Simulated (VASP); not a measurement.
**NiGe: single point with PBE**

The system is NiGe.

```
CELL_PARAMETERS angstrom
5.32464 0.00000 0.00000
0.00000 3.53228 0.00000
0.00000 0.00000 5.83911
ATOMIC_POSITIONS crystal
Ge 0.30969 0.75000 0.91004
Ge 0.69031 0.25000 0.08996
Ge 0.19031 0.25000 0.41004
Ge 0.80969 0.75000 0.58996
Ni 0.49403 0.75000 0.30830
Ni 0.50597 0.25000 0.69170
Ni 0.00597 0.25000 0.80830
Ni 0.99403 0.75000 0.19170
```

```yaml
Program: VASP 6.6.1
Task: single point
Functional: PBE
Potentials_or_basis: VASP PAW PBE potentials, release 64 (Ge_d, Ni)
Cutoff: 520 eV
k_mesh: 5 × 8 × 5
Occupations: fermi-dirac, width 0.05 eV
Spin: collinear spin, ferromagnetic start
Starting_moments: "[0.0, 0.0, 0.0, 0.0, 1.0, 1.0, 1.0, 1.0] μB"
```

| Item | Value |
| --- | --- |
| Pressure | 0.2 GPa |
| Largest force | 0.010 eV/Å |
| Band gap on the k mesh | zero (filled and empty bands overlap) |
| Net moment | 0.00 μB per cell |
| Valence electrons inside the program's atomic spheres | Ge 12.38; Ni 9.40 |

Forces on the atoms (eV/Å):
```
Ge   0.000  0.000 -0.003
Ge   0.000  0.000  0.003
Ge   0.000  0.000 -0.003
Ge   0.000  0.000  0.003
Ni  -0.010  0.000 -0.001
Ni   0.010  0.000  0.001
Ni   0.010  0.000 -0.001
Ni  -0.010  0.000  0.001
```

Stress tensor (GPa, compression positive):
```
0.26 0.00 0.00
0.00 0.16 0.00
0.00 0.00 0.20
```

Levels at points of the mesh, in eV from the Fermi level:
Spin up:
```csv
k point,band 45,band 46,band 47,band 48,band 49,band 50,band 51,band 52
"(0.00, 0.00, 0.00)",-1.58,-1.07,-1.03,-0.73,0.64,0.90,3.59,3.91
"(0.00, 0.50, 0.00)",-1.59,-1.59,-1.18,-1.18,-0.50,-0.50,1.98,1.98
```
Spin down:
| k point | band 45 | band 46 | band 47 | band 48 | band 49 | band 50 | band 51 | band 52 |
| --- | --- | --- | --- | --- | --- | --- | --- | --- |
| (0.00, 0.00, 0.00) | -1.58 | -1.07 | -1.03 | -0.73 | 0.64 | 0.90 | 3.59 | 3.91 |
| (0.00, 0.50, 0.00) | -1.59 | -1.59 | -1.18 | -1.18 | -0.49 | -0.49 | 1.98 | 1.98 |

Run time: 5.2 min on 4 MPI ranks on Oxide Virtual Turin-like Processor (shared host), peak memory 0.52 GiB a rank.

Caveat: the moments typed at the start vanished in this run.
